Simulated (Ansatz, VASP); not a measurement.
One calculation of ScHg, two programs

```
Sc Hg
1.0
     3.48000    0.00000    0.00000
     0.00000    3.48000    0.00000
     0.00000    0.00000    3.48000
Sc Hg
1 1
Direct
  0.50000 0.50000 0.50000
  0.00000 0.00000 0.00000
```

Alike in both runs: task relaxation of cell and atoms; functional LDA; k mesh 10 × 10 × 10; occupations fermi-dirac, width 0.05 eV; no spin polarisation.

|  | VASP | Ansatz |
| --- | --- | --- |
| version | VASP 6.6.1 | Ansatz 0.2.0 |
| potentials or method | VASP PAW LDA potentials, release 64 (Sc_sv, Hg_sv_GW) | PAW with Ansatz's default frozen-core files, scalar-relativistic |
| plane-wave cutoff (eV) | 500 | 420 |
| valence electrons in the cell | 31 | 31 |

VASP gave:

```
relaxed volume (Å³/atom)                                     : 20.10
relaxed cell length with the largest relative difference (Å) : 3.425
```

Which values does Ansatz return?

Relaxed volume (Å³/atom): 20.11; relaxed cell length with the largest relative difference (Å): 3.426.

LDA's correlation is that of Perdew and Zunger in VASP and of Perdew and Wang (1992) in Ansatz.

Neither program's run includes spin-orbit coupling.
